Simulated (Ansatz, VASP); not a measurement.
## WSe2 in VASP and in Ansatz

```xyz
3
Lattice="3.2702 0.0000 0.0000 -1.6351 2.8321 0.0000 0.0000 0.0000 16.6611" Properties=species:S:1:pos:R:3 pbc="T T T"
W    -0.5533   -0.8300    0.0000
Se    0.0000    1.8881    1.6728
Se    0.0000    1.8881   14.9884
```

Alike in both runs: task single point; functional PBEsol; k mesh 9 × 9 × 2; occupations gaussian, width 0.05 eV; no spin polarisation.

|  | VASP | Ansatz |
| --- | --- | --- |
| version | VASP 6.6.1 | Ansatz 0.2.0 |
| potentials or method | VASP PAW PBE potentials, release 64 (W_sv, Se), cutoff 520 eV | scalar-relativistic, plane waves, PAW |
| valence electrons in the cell | 26 | 46 |

VASP gave:

| Item | Value |
| --- | --- |
| gap on the k mesh at the Fermi level (eV) | none |
| rms of the force components (eV/Å) | 7.694 |

What did Ansatz give for the same quantities?

gap on the k mesh at the Fermi level (eV): none; rms of the force components (eV/Å): 7.639.

VASP's potentials were made for PBE, not for PBEsol, and Ansatz warns of the same on its side. Atom by atom the forces differ by 0.056 eV/Å (rms over components). A gap of «none» marks a metal or a gap that the smearing closes. With one functional, cell and mesh, what is left measures potentials, basis and numerics. VASP's potentials hold 26 valence electrons a cell and Ansatz's 46, so a difference there can come from the potentials and not from the codes.

Spin-orbit coupling is off throughout.
